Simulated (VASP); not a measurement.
Input of a VASP 6.6.1 run:

File INCAR:

```
PREC = Accurate ; ENCUT = 520
EDIFF = 1E-7 ; ISMEAR = 0
SIGMA = 0.02 ; LREAL = Auto
LASPH = True ; NELM = 80
ALGO = Normal ; ISIF = 2
LWAVE = False ; LCHARG = False
GGA = PE ; NBANDS = 57
```

KPOINTS

```
Automatic mesh
0
Gamma
  4 4 4
```

File POSCAR:

```
RbCdGaC6N6
1.0
    0.0000000000      5.6492834315      5.6492834315
    5.6492834315      0.0000000000      5.6492834315
    5.6492834315      5.6492834315      0.0000000000
Rb Cd Ga C N
1 1 1 6 6
Direct
    0.2500000000      0.2500000000      0.2500000000
    0.5000000000      0.5000000000      0.5000000000
    0.0000000000      0.0000000000      0.0000000000
    0.8108008219      0.1891991781      0.1891991781
    0.8108008219      0.1891991781      0.8108008219
    0.8108008219      0.8108008219      0.1891991781
    0.1891991781      0.8108008219      0.8108008219
    0.1891991781      0.8108008219      0.1891991781
    0.1891991781      0.1891991781      0.8108008219
    0.7075955470      0.2924044530      0.2924044530
    0.7075955470      0.2924044530      0.7075955470
    0.7075955470      0.7075955470      0.2924044530
    0.2924044530      0.7075955470      0.7075955470
    0.2924044530      0.7075955470      0.2924044530
    0.2924044530      0.2924044530      0.7075955470
```

Potentials or basis: VASP PAW PBE potentials, release 64 (Rb_sv, Cd, Ga_d, C, N).

The run is started by

```sh
$ cat potpaw_PBE.64/Rb_sv/POTCAR potpaw_PBE.64/Cd/POTCAR potpaw_PBE.64/Ga_d/POTCAR potpaw_PBE.64/C/POTCAR potpaw_PBE.64/N/POTCAR > POTCAR
$ mpirun -np 1 vasp_std > vasp.out
```

Q: Predict the largest force.

A: 0.415 eV/Å.

Q: Estimate the band gap on the k mesh.

A: 4.61 eV (least direct gap 4.62 eV).

Q: Predict the pressure.

A: 0.4 GPa.

Forces in eV/Å, atoms in the order of the input:
```
Rb   0.000  0.000  0.000
Cd   0.000  0.000  0.000
Ga   0.000  0.000  0.000
C   -0.415  0.000  0.000
C    0.000  0.415  0.000
C    0.000  0.000  0.415
C    0.415  0.000  0.000
C    0.000 -0.415  0.000
C    0.000  0.000 -0.415
N    0.376  0.000  0.000
N    0.000 -0.376  0.000
N    0.000  0.000 -0.376
N   -0.376  0.000  0.000
N    0.000  0.376  0.000
N    0.000  0.000  0.376
```

A k mesh can miss the band edges.
